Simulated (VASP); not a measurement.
A run of VASP 6.6.1:

The input INCAR:

```
PREC     = Accurate       # precision mode
ENCUT    = 520            # plane-wave cutoff, eV
EDIFF    = 1E-6           # SCF threshold, eV
ISMEAR   = -1             # smearing method
SIGMA    = 0.01           # smearing width, eV
LREAL    = F              # projectors in reciprocal space
LASPH    = T              # aspherical terms in the spheres
NELM     = 150            # most SCF steps
ALGO     = Normal         # electronic algorithm
ISIF     = 2              # what is computed and relaxed
LWAVE    = F              # write WAVECAR
LCHARG   = F              # write CHGCAR
ISPIN    = 2              # spin polarisation
MAGMOM   = 2              # initial moments
LORBIT   = 11             # projections on sites
NBANDS   = 13             # bands
ISYM     = 0
```

Contents of KPOINTS:

```
Automatic mesh
0
Gamma
  1 1 1
```

Contents of POSCAR:

```
Te
1.0
   14.0000000000      0.0000000000      0.0000000000
    0.0000000000     14.4000000000      0.0000000000
    0.0000000000      0.0000000000     14.8000000000
Te
1
Direct
    0.5000000000      0.5000000000      0.5000000000
```

Potentials or basis: VASP PAW LDA potentials, release 64 (Te).

Run with:

```sh
$ cat potpaw_LDA.64/Te/POTCAR > POTCAR
$ mpirun -np 1 vasp_gam > vasp.out
```

Hardware: 1 thread of Intel(R) Xeon(R) 6975P-C (Granite Rapids), on a shared host.

Problem. How long does it take, and how much memory?

Solution. Run time: 110 s on 1 thread of Intel(R) Xeon(R) 6975P-C (Granite Rapids), with other jobs on the host, peak memory 1.5 GiB. Counts: scf iterations 19, k points 1.
